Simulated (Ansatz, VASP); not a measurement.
# One calculation of W, two programs

```
W
1.0
    -1.59178    1.59178    1.59178
     1.59178   -1.59178    1.59178
     1.59178    1.59178   -1.59178
W
1
Cartesian
  0.0000 0.0000 0.0000
```

Alike in both runs: task single point; functional r2SCAN; k mesh 18 × 18 × 18; occupations gaussian, width 0.1 eV; no spin polarisation.

```csv
,VASP,Ansatz
version,VASP 6.6.1,Ansatz 0.2.0
potentials or method,"VASP PAW PBE potentials, release 64 (W_sv), cutoff 520 eV","scalar-relativistic, plane waves, PAW"
valence electrons in the cell,14,14
```

Ansatz gave:

| Item | Value |
| --- | --- |
| gap on the k mesh at the Fermi level (eV) | none |
| pressure (GPa) | -4.4 |

What did VASP give for the same quantities?

gap on the k mesh at the Fermi level (eV): none; pressure (GPa): -3.2.

VASP's potentials were made for PBE, not for r2SCAN. A gap of «none» marks a metal or a gap that the smearing closes.

Neither program's run includes spin-orbit coupling.
